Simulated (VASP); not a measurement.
# ScAl4N (R3m) in VASP: further runs

ScAl4N is run at these levels: PBE; tasks: relaxation of cell and atoms, single point.

Program: VASP 6.6.1. These are calculated values, not measurements. Logs are shortened: lines on timing, memory, paths and dates and some standing lists are left out, and cuts for length are marked.

## (1) The cell of the first run

Symmetry: R3m, No. 160, trigonal system. The conventional cell has a = 4.897 Å, b = 4.897 Å, c = 12.907 Å, α = 90.00°, β = 90.00°, γ = 120.00°. Within 3.8 Å of Sc (site symmetry 3m) lie 3 N at 2.87 Å and 13 Al at 2.94 to 3.14 Å. Within 3.2 Å of Al (site symmetry m) lie 6 Al at 2.44 to 2.75 Å and 2 N at 2.54 to 2.61 Å and 3 Sc at 2.96 to 2.98 Å. Al (site symmetry 3m) has 9 Al at 2.75 to 3.37 Å and 4 Sc at 2.94 to 3.14 Å and 3 N at 2.96 Å within 3.6 Å. Within 3.4 Å of N (site symmetry 3m) lie 9 Al at 2.54 to 2.96 Å and 3 Sc at 2.87 Å.

The cell was built from a structure type or drawn by symmetry, and may not be a known phase.

## (2) Relaxation of cell and atoms, PBE

INCAR reads:

```
SYSTEM = ScAl4N
  PREC = Accurate
  ENCUT = 600
  EDIFF = 1E-6
  ISMEAR = 0
  SIGMA = 0.1
  LREAL = .False.
  LASPH = .True.
  NELM = 100
  ALGO = Normal
  ISIF = 3
  LWAVE = .False.
  LCHARG = .False.
  GGA = PE
  IBRION = 2
  NSW = 90
  EDIFFG = -0.04
```

KPOINTS reads:

```
regular mesh
0
Gamma
  6 6 6
  0 0 0
```

POSCAR reads:

```
ScAl4N
1.0
    2.4487124400      1.4137647900      4.3024211500
   -2.4487124400      1.4137647900      4.3024211500
    0.0000000000     -2.8275295700      4.3024211500
Sc Al N
1 4 1
Direct
    0.0002918800      0.0002918800      0.0002918800
    0.3691721000      0.8675298100      0.3691721000
    0.3691721000      0.3691721000      0.8675298100
    0.8675298100      0.3691721000      0.3691721000
    0.7721425900      0.7721425900      0.7721425900
    0.3716915200      0.3716915200      0.3716915200
```

Potentials or basis: VASP PAW PBE potentials, release 64 (Sc_sv, Al, N).

Started as:

```console
> cat potpaw_PBE.64/Sc_sv/POTCAR potpaw_PBE.64/Al/POTCAR potpaw_PBE.64/N/POTCAR > POTCAR
> mpirun -np 1 vasp_std > vasp.out
```

OUTCAR:

```text
SYSTEM = ScAl4N
   PREC = Accurate
   ENCUT = 600
   EDIFF = 1E-6
   ISMEAR = 0
   LREAL = .False.
   LASPH = .True.
   NELM = 100
   ISIF = 3
   GGA = PE
   IBRION = 2
   NSW = 90
   EDIFFG = -0.04

 ion  position               nearest neighbor table
   1  0.000  0.000  0.000-   5 2.94   4 2.96   2 2.96   3 2.96   2 2.98   4 2.98   3 2.98   3 2.98
                             2 2.98   4 2.98   5 3.14   5 3.14   5 3.14
   2  0.369  0.868  0.369-   4 2.44   3 2.44   4 2.46   3 2.46   6 2.54   5 2.75   5 2.75   1 2.96
                             1 2.98   1 2.98
   3  0.369  0.369  0.868-   2 2.44   4 2.44   2 2.46   4 2.46   6 2.54   5 2.75   5 2.75   1 2.96
                             1 2.98   1 2.98
   4  0.868  0.369  0.369-   2 2.44   3 2.44   2 2.46   3 2.46   6 2.54   5 2.75   5 2.75   1 2.96
                             1 2.98   1 2.98
   5  0.772  0.772  0.772-   2 2.75   4 2.75   3 2.75   3 2.75   2 2.75   4 2.75   1 2.94   1 3.14
                             1 3.14   1 3.14
   6  0.372  0.372  0.372-   3 2.54   2 2.54   4 2.54

  LATTYP: Found a trigonal (rhomboedric) cell.
 ALAT       =     5.1483736507
 COS(alpha) =     0.5475553541

  Lattice vectors:

 A1 = (   2.4487124400,   1.4137647900,   4.3024211500)
 A2 = (  -2.4487124400,   1.4137647900,   4.3024211500)
 A3 = (   0.0000000000,  -2.8275295700,   4.3024211500)

Analysis of symmetry for initial positions (statically):
=====================================================================
 Subroutine PRICEL returns:
 Original cell was already a primitive cell.

 Routine SETGRP: Setting up the symmetry group for a
 trigonal (rhombohedral) supercell.

 Subroutine GETGRP returns: Found  6 space group operations
 (whereof  6 operations were pure point group operations)
 out of a pool of 12 trial point group operations.

The static configuration has the point symmetry C_3v.

Analysis of symmetry for dynamics (positions and initial velocities):
=====================================================================
 Subroutine PRICEL returns:
 Original cell was already a primitive cell.

 Routine SETGRP: Setting up the symmetry group for a
 trigonal (rhombohedral) supercell.

 Subroutine GETGRP returns: Found  6 space group operations
 (whereof  6 operations were pure point group operations)
 out of a pool of 12 trial point group operations.

The dynamic configuration has the point symmetry C_3v.

 Subroutine INISYM returns: Found  6 space group operations
 (whereof  6 operations are pure point group operations),
 and found     1 'primitive' translations

----------------------------------------------------------------------------------------

                                     Primitive cell

  volume of cell :      89.3674

  direct lattice vectors                    reciprocal lattice vectors
     2.448712440  1.413764790  4.302421150     0.204188941  0.117888540  0.077475756
    -2.448712440  1.413764790  4.302421150    -0.204188941  0.117888540  0.077475756
     0.000000000 -2.827529570  4.302421150     0.000000000 -0.235777080  0.077475757

  length of vectors
     5.148373651  5.148373651  5.148373648     0.248180024  0.248180024  0.248180024

  position of ions in fractional coordinates (direct lattice)
     0.000291880  0.000291880  0.000291880
     0.369172100  0.867529810  0.369172100
     0.369172100  0.369172100  0.867529810
     0.867529810  0.369172100  0.369172100
     0.772142590  0.772142590  0.772142590
     0.371691520  0.371691520  0.371691520

  ion indices of the primitive-cell ions
   primitive index   ion index
                 1           1
                 2           2
                 3           3
                 4           4
                 5           5
                 6           6

----------------------------------------------------------------------------------------

 KPOINTS: regular mesh

Automatic generation of k-mesh.
 Grid dimensions read from file:
 generate k-points for:    6    6    6

 Generating k-lattice:

  Cartesian coordinates                     Fractional coordinates (reciprocal lattice)
     0.034031490  0.019648090  0.012912626     0.166666667  0.000000000  0.000000000
    -0.034031490  0.019648090  0.012912626     0.000000000  0.166666667  0.000000000
     0.000000000 -0.039296180  0.012912626     0.000000000  0.000000000  0.166666667

  Length of vectors
     0.041363337  0.041363337  0.041363337

  Shift w.r.t. Gamma in fractional coordinates (k-lattice)
     0.000000000  0.000000000  0.000000000

 Subroutine IBZKPT returns following result:
 ===========================================

 Found     32 irreducible k-points:

 Following reciprocal coordinates:
            Coordinates               Weight
  0.000000  0.000000  0.000000      1.000000
  0.166667  0.000000  0.000000      6.000000
  0.333333  0.000000 -0.000000      6.000000
  0.500000  0.000000  0.000000      3.000000
  0.166667  0.166667  0.000000      6.000000
  0.333333  0.166667  0.000000     12.000000
[... 16 lines left out ...]
  0.500000  0.500000  0.166667      6.000000
 -0.333333  0.500000  0.166667     12.000000
 [... further k-points ...]
   k-points           NKPTS =     32   k-points in BZ     NKDIM =     32   number of bands    NBANDS=     18
   number of dos      NEDOS =    301   number of ions     NIONS =      6
   total plane-waves  NPLWV =  74088
   dimension x,y,z NGX =    42 NGY =   42 NGZ =   42
   dimension x,y,z NGXF=    84 NGYF=   84 NGZF=   84
   ions per type =               1   4   1
   NGX,Y,Z   is equivalent  to a cutoff of  13.56, 13.56, 13.56 a.u.
   NGXF,Y,Z  is equivalent  to a cutoff of  27.12, 27.12, 27.12 a.u.
 SYSTEM =  ScAl4N
   PREC   = accura    normal or accurate (medium, high low for compatibility)
   ISTART =      0    job   : 0-new  1-cont  2-samecut
   ICHARG =      2    charge: 1-file 2-atom 10-const
   ISPIN  =      1    spin polarized calculation?
   LNONCOLLINEAR =      F non collinear calculations
   LSORBIT =      F    spin-orbit coupling
   LASPH  =      T    aspherical Exc in radial PAW
   ENCUT  =  600.0 eV  44.10 Ry    6.64 a.u.  10.28 10.28 10.28*2*pi/ulx,y,z
   NELM   =    100;   NELMIN=  2; NELMDL= -5     # of ELM steps
   EDIFF  = 0.1E-05   stopping-criterion for ELM
   LREAL  =      F    real-space projection
   EDIFFG = -.4E-01   stopping-criterion for IOM
   NSW    =     90    number of steps for IOM
   IBRION =      2    ionic relax: 0-MD 1-quasi-New 2-CG
   NFREE  =      1    steps in history (QN), initial steepest desc. (CG)
   ISIF   =      3    stress and relaxation
   ISYM   =      2    0-nonsym 1-usesym 2-fastsym
   POTIM  = 0.5000    time-step for ionic-motion
   TEBEG  =    0.0;   TEEND  =   0.0 temperature during run
   PSTRESS=    0.0 pullay stress
   NELECT =      28.0000    total number of electrons
   NUPDOWN=      -1.0000    fix difference up-down
   EMIN   =  10.00;   EMAX   =-10.00  energy-range for DOS
   EFERMI =   0.00;   METHOD = LEGACY
   ISMEAR =     0;   SIGMA  =   0.10  broadening in eV -4-tet -1-fermi 0-gaus
   EFERMI_NEDOS =   21; number of points for ismear=-14 and -15
   IALGO  =     38    algorithm
   IMIX   =      4    mixing-type and parameters
     AMIX     =   0.40;   BMIX     =  1.00
     AMIX_MAG =   1.60;   BMIX_MAG =  1.00
  volume/ion in A,a.u.               =      14.89       100.51
  Fermi-wavevector in a.u.,A,eV,Ry     =   1.111905  2.101196 16.821337  1.236333
  Thomas-Fermi vector in A             =   2.248474
   LORBIT       =      0    0 simple, 1 ext, 2 COOP (PROOUT), +10 PAW based schemes
   GGA     = PE    functional components
   LHFCALC =     F    Hartree Fock is set to
   AEXX    =    0.0000 exact exchange contribution
   IVDW    =     0    specifies the selected vdW correction
   LEPSILON=     F    determine dielectric tensor
   LRPA    =     F    only Hartree local field effects (RPA)
 conjugate gradient relaxation of ions
 non-spin polarized calculation
 Gauss-broadening in eV      SIGMA  =   0.10
  energy-cutoff  :      600.00
  volume of cell :       89.37
 maximum number of plane-waves:      2994
 NGX is ok and might be reduce to    42
   NGX = 21   NGY = 21   NGZ = 21

--------------------------------------- Ionic step        1  -------------------------------------------

 number of electron      28.0000000 magnetization

 Free energy of the ion-electron system (eV)
  ---------------------------------------------------
  ext. energy  EPLUGINS =         0.00000000
  ---------------------------------------------------
  free energy    TOTEN  =       -27.73384349 eV

  energy without entropy =      -27.71920622  energy(sigma->0) =      -27.72652486

------------------------ aborting loop because EDIFF is reached ----------------------------------------

  FORCE on cell =-STRESS in cart. coord.  units (eV):
  Direction    XX          YY          ZZ          XY          YZ          ZX
  --------------------------------------------------------------------------------------
  -------------------------------------------------------------------------------------
  Total        8.4167745      8.4167745     -4.6226928      0.0000000     -0.0000000      0.0000000
  in kB      150.8958010    150.8958010    -82.8755647      0.0000000     -0.0000001      0.0000000
  external PRESSURE =      72.9720124 kB  Pullay stress =       0.0000000 kB
[... 101 lines left out ...]
  FREE ENERGIE OF THE ION-ELECTRON SYSTEM (eV)
  ---------------------------------------------------
  free  energy   TOTEN  =       -28.4670630458 eV

  energy  without entropy=      -28.4480205491  energy(sigma->0) =      -28.45754180

[... ionic steps 4 to 39 ...]

--------------------------------------- Ionic step       40  -------------------------------------------

 number of electron      28.0000000 magnetization

------------------------ aborting loop because EDIFF is reached ----------------------------------------

  FORCE on cell =-STRESS in cart. coord.  units (eV):
  Direction    XX          YY          ZZ          XY          YZ          ZX
  --------------------------------------------------------------------------------------
  -------------------------------------------------------------------------------------
  Total        0.0531231      0.0531231      0.1765531      0.0000000      0.0000000      0.0000000
  in kB        0.8589757      0.8589757      2.8547811      0.0000000      0.0000000      0.0000000
  external PRESSURE =       1.5242442 kB  Pullay stress =       0.0000000 kB
[... 65 lines left out ...]
  energy  without entropy=      -30.0881788933  energy(sigma->0) =      -30.09285050

--------------------------------------- Ionic step       42  -------------------------------------------

 number of electron      28.0000000 magnetization

 Free energy of the ion-electron system (eV)
  ---------------------------------------------------
  ext. energy  EPLUGINS =         0.00000000
  ---------------------------------------------------
  free energy    TOTEN  =       -30.09821804 eV

  energy without entropy =      -30.08887978  energy(sigma->0) =      -30.09354891

 E-fermi :   6.2152     XC(G=0): -10.1014

 val. band max:        6.1844121513   @ k =  -0.3333   0.5000   0.1667
 cond. band min:       6.2207695100   @ k =   0.5000   0.0000   0.0000
 fundamental gap:      0.0363573588
 Fermi energy:         6.2151748710

 k-point     1 :       0.0000    0.0000    0.0000
  band No.  band energies     occupation
      1     -43.4143      2.00000
      2     -22.0804      2.00000
      3     -22.0495      2.00000
      4     -22.0495      2.00000
      5      -8.5622      2.00000
      6      -1.5809      2.00000
[... 10 lines left out ...]
     17       8.2208      0.00000
     18       8.2208      0.00000
[... 466 lines left out ...]
      2     -22.0832      2.00000
      3     -22.0510      2.00000
      4     -22.0509      2.00000
      5      -8.4032      2.00000
      6      -1.0227      2.00000
[... 10 lines left out ...]
     17       7.3618      0.00000
     18       8.8416      0.00000

 [... further k-points ...]
[... 5 lines left out ...]
  --------------------------------------------------------------------------------------
  -------------------------------------------------------------------------------------
  Total       -0.0707855     -0.0707855      0.1480078      0.0000000      0.0000000      0.0000000
  in kB       -1.1386094     -1.1386094      2.3807557      0.0000000      0.0000000      0.0000000
  external PRESSURE =       0.0345123 kB  Pullay stress =       0.0000000 kB
[... 21 lines left out ...]
  FREE ENERGIE OF THE ION-ELECTRON SYSTEM (eV)
  ---------------------------------------------------
  free  energy   TOTEN  =       -30.0982180421 eV

  energy  without entropy=      -30.0888797820  energy(sigma->0) =      -30.09354891

 reached required accuracy - stopping structural energy minimisation
```

Run time: 19 min. Hardware: 1 thread of Intel Xeon 6975P-C (Granite Rapids), shared host; peak memory 0.31 GiB.

Results:

```
Free energy                           : -30.0982 eV
Relaxed volume                        : 16.60 Å³/atom
Relaxed cell                          : a = 5.049 Å, b = 5.049 Å, c = 5.049 Å, α = 64.31°, β = 64.31°, γ = 64.31°
Space group after relaxing (to 0.1 Å) : R3m (No. 160)
Pressure after relaxing               : 0.0 GPa
Largest force after relaxing          : 0.018 eV/Å
Band gap on the k mesh                : zero (bands 14 and 15 overlap by 1.15 eV)
```

Forces in eV/Å, atoms in the order of the input:
```
Sc   0.000  0.000 -0.001
Al  -0.003  0.002 -0.008
Al   0.000 -0.004 -0.008
Al   0.003  0.002 -0.008
Al   0.000  0.000  0.007
N    0.000  0.000  0.018
```

Stress tensor (GPa, compression positive):
```
-0.11  0.00  0.00
 0.00 -0.11  0.00
 0.00  0.00  0.24
```

Final structure:
```cif
data_structure
_symmetry_space_group_name_H-M 'P 1'
_symmetry_Int_Tables_number 1
_cell_length_a 5.0486
_cell_length_b 5.0486
_cell_length_c 5.0486
_cell_angle_alpha 64.309
_cell_angle_beta 64.309
_cell_angle_gamma 64.309
_cell_volume 99.60
loop_
_atom_site_label
_atom_site_type_symbol
_atom_site_fract_x
_atom_site_fract_y
_atom_site_fract_z
_atom_site_occupancy
Sc1 Sc 0.98466 0.98466 0.98466 1
Al1 Al 0.36831 0.86458 0.36831 1
Al2 Al 0.36831 0.36831 0.86458 1
Al3 Al 0.86458 0.36831 0.36831 1
Al4 Al 0.72439 0.72439 0.72439 1
N1 N 0.43975 0.43975 0.43975 1
```

[end of part 1 of 2]
